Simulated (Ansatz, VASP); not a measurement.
# Two plane-wave programs on Te2Mo

```
CELL_PARAMETERS angstrom
3.46993 0.00000 0.00000
-1.73496 3.00505 0.00000
0.00000 0.00000 25.12851
ATOMIC_POSITIONS crystal
Te 0.33333 0.66667 0.06521
Te 0.66667 0.33333 0.79189
Te 0.66667 0.33333 0.93479
Te 0.33333 0.66667 0.20811
Mo 0.33333 0.66667 0.86323
Mo 0.66667 0.33333 0.13677
```

Alike in both runs: functional LDA; k mesh 12 × 12 × 2; occupations gaussian, width 0.02 eV; no spin polarisation.

Ansatz relaxed the structure, and its values are those at the end. VASP's run is a single point on that final structure, the one shown.

|  | VASP | Ansatz |
| --- | --- | --- |
| version | VASP 6.6.1 | Ansatz 0.2.0 |
| potentials or method | VASP PAW LDA potentials, release 64 (Te, Mo_sv), cutoff 520 eV | scalar-relativistic, plane waves, PAW |
| valence electrons in the cell | 52 | 92 |

Ansatz gave:

```
gap on the k mesh at the Fermi level (eV) : 0.95
least direct gap on the mesh (eV)         : 1.18
rms of the force components (eV/Å)        : 0.001
```

Estimate VASP's values.

gap on the k mesh at the Fermi level (eV): 0.93; least direct gap on the mesh (eV): 1.18; rms of the force components (eV/Å): 0.027.

LDA's correlation is that of Perdew and Zunger in VASP and of Perdew and Wang (1992) in Ansatz. VASP's potentials hold 52 valence electrons a cell and Ansatz's 92, so a difference there can come from the potentials and not from the codes. Ansatz's warnings: xc potential rough in thin density.

Spin-orbit coupling is off throughout.
